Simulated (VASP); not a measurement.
Here is a VASP 6.6.1 calculation.

The input INCAR:

```
SYSTEM = AlN
PREC = Accurate ; ENCUT = 600
EDIFF = 1E-6 ; ISMEAR = 0
SIGMA = 0.05 ; LREAL = .FALSE.
LASPH = .TRUE. ; NELM = 120
ALGO = Normal ; ISIF = 2
LWAVE = .FALSE. ; LCHARG = .TRUE.
GGA = PS ; LELF = .TRUE.
LVHAR = .TRUE. ; NBANDS = 16
GGA_COMPAT = .FALSE.
```

File KPOINTS:

```
regular mesh
0
G
  12 12 6
  0 0 0
```

The input POSCAR:

```
AlN
1.0
    3.2382403522      0.0000000000      0.0000000000
   -1.6191201761      2.8043984086      0.0000000000
    0.0000000000      0.0000000000      4.7840798845
Al N
2 2
Direct
    0.3333333333      0.6666666667      0.0015080761
    0.6666666667      0.3333333333      0.5015080761
    0.3333333333      0.6666666667      0.3834919239
    0.6666666667      0.3333333333      0.8834919239
```

Potentials or basis: VASP PAW PBE potentials, release 64 (Al, N).

The run is started by

```bash
$ cat potpaw_PBE.64/Al/POTCAR potpaw_PBE.64/N/POTCAR > POTCAR
$ mpirun -np 1 vasp_std > vasp.out
```

(1) Estimate the pressure.

(2) What does it give for the largest force?

(3) What does it give for the band gap on the k mesh?

Answers

(1) -6.3 GPa.

(2) 1.097 eV/Å.

(3) 3.58 eV.

Caveat: the cell differs from its parent crystal (strain +0.040 along x and y, -0.040 along z); the cell stands under tension; the PAW data sets were made with another functional, which shifts forces and pressure a little.
